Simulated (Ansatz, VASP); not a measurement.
**One calculation of Al, two programs**

```xyz
1
Lattice="0.0000 2.0515 2.0515 2.0515 0.0000 2.0515 2.0515 2.0515 0.0000" Properties=species:S:1:pos:R:3 pbc="T T T"
Al    0.0000    0.0000    0.0000
```

Alike in both runs: task single point; functional b88 exchange, pbe correlation; k mesh 11 × 11 × 11; occupations fermi-dirac, width 0.05 eV; no spin polarisation.

|  | VASP | Ansatz |
| --- | --- | --- |
| version | VASP 6.6.1 | Ansatz 0.2.0 |
| potentials or method | VASP PAW PBE potentials, release 64 (Al) | Ansatz PAW |
| plane-wave cutoff (eV) | 500 | 420 |
| valence electrons in the cell | 3 | 3 |

Ansatz gave:

| Property | Result |
| --- | --- |
| gap on the k mesh at the Fermi level (eV) | none |
| pressure (GPa) | -2.6 |

Task: Which values does VASP return?

Result: gap on the k mesh at the Fermi level (eV): none; pressure (GPa): -2.7.

VASP's potentials were made for PBE, not for b88 exchange, pbe correlation. A gap of «none» marks a metal or a gap that the smearing closes. With one functional, cell and mesh, what is left measures potentials, basis and numerics.
